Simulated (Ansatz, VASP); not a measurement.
**Two plane-wave programs on IrRh2**

Contents of INCAR:

```
PREC     = Accurate       # precision mode
ENCUT    = 600            # plane-wave cutoff, eV
EDIFF    = 1E-6           # SCF threshold, eV
ISMEAR   = 0              # smearing method
SIGMA    = 0.1            # smearing width, eV
LREAL    = F              # projectors in reciprocal space
LASPH    = T              # aspherical terms in the spheres
NELM     = 100            # most SCF steps
ALGO     = Normal         # electronic algorithm
ISIF     = 3              # what is computed and relaxed
LWAVE    = F              # write WAVECAR
LCHARG   = F              # write CHGCAR
GGA      = PE             # functional
IBRION   = 2              # ionic algorithm
NSW      = 90             # ionic steps
EDIFFG   = -0.04          # ionic threshold
```

The input KPOINTS:

```
regular mesh
0
Gamma
  6 6 4
```

The input POSCAR:

```
IrRh2
1.0
    2.6911319000      0.0000000000      0.0000000000
   -1.3455659500      2.3305885900      0.0000000000
    0.0000000000      0.0000000000      6.5918999900
Ir Rh
1 2
Direct
    0.0000000000      0.0000000000      0.5000000000
    0.6666666700      0.3333333300      0.8333333300
    0.3333333300      0.6666666700      0.1666666700
```

Input for Ansatz:

```yaml
crystal:
  lattice:
    - [2.6911319, 0.0, 0.0]
    - [-1.34556595, 2.33058859, 0.0]
    - [0.0, 0.0, 6.59189999]
  atoms:
    - { symbol: Ir, position: [0.0, 0.0, 0.5] }
    - { symbol: Rh, position: [0.66666667, 0.33333333, 0.83333333] }
    - { symbol: Rh, position: [0.33333333, 0.66666667, 0.16666667] }
basis:
  ecutwfc: 420
kpoints:
  mp_grid: { grid: [6, 6, 4] }
hamiltonian:
  xc: pbe
scf:
  occupations: { method: gaussian, width: 0.1 }
  lower_state_search: "off"
output:
  forces: true
  stress: true
  eigenvalues: true
relax:
  adjacent_minimum: "off"
  f_tol: 0.04
  max_steps: 70
  cell: { stress_tol: 0.4 }
```

Alike in both runs: task relaxation of cell and atoms; functional PBE; k mesh 6 × 6 × 4; occupations gaussian, width 0.1 eV; no spin polarisation.

|  | VASP | Ansatz |
| --- | --- | --- |
| version | VASP 6.6.1 | Ansatz 0.2.0 |
| potentials or method | VASP PAW PBE potentials, release 64 (Ir, Rh_pv), cutoff 600 eV | scalar-relativistic, plane waves, PAW |
| valence electrons in the cell | 39 | 51 |

Ansatz gave:

```
gap on the k mesh at the Fermi level, each at its own relaxed structure (eV) : none
relaxed volume (Å³/atom)                                                     : 14.22
relaxed cell length with the largest relative difference (Å)                 : 6.625
```

Task: Estimate VASP's values.

Result: gap on the k mesh at the Fermi level, each at its own relaxed structure (eV): none; relaxed volume (Å³/atom): 14.22; relaxed cell length with the largest relative difference (Å): 6.626.

A gap of «none» marks a metal or a gap that the smearing closes. VASP's potentials hold 39 valence electrons a cell and Ansatz's 51, so a difference there can come from the potentials and not from the codes.

The k mesh is coarse, so the values compare programs but aren't converged. Spin-orbit coupling is off throughout.
